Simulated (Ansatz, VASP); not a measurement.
## NaAg in VASP and in Ansatz

```
CELL_PARAMETERS angstrom
0.00000 3.44133 3.44133
3.44133 0.00000 3.44133
3.44133 3.44133 0.00000
ATOMIC_POSITIONS crystal
Na 0.12500 0.12500 0.12500
Na 0.87500 0.87500 0.87500
Ag 0.37500 0.37500 0.37500
Ag 0.62500 0.62500 0.62500
```

Alike in both runs: functional PBEsol; k mesh 9 × 9 × 9; occupations fermi-dirac, width 0.05 eV; no spin polarisation.

Ansatz relaxed the structure, and its values are those at the end. VASP's run is a single point on that final structure, the one shown.

|  | VASP | Ansatz |
| --- | --- | --- |
| version | VASP 6.6.1 | Ansatz 0.2.0 |
| potentials or method | VASP PAW PBE potentials, release 64 (Na_pv, Ag) | PAW with Ansatz's default frozen-core files, scalar-relativistic |
| plane-wave cutoff (eV) | 520 | 420 |
| valence electrons in the cell | 36 | 56 |

|  | VASP | Ansatz | Ansatz less VASP |
| --- | --- | --- | --- |
| pressure (GPa) | 0.0 | 0.0 | -0.02 |

VASP's potentials were made for PBE, not for PBEsol. VASP's potentials hold 36 valence electrons a cell and Ansatz's 56, so a difference there can come from the potentials and not from the codes.
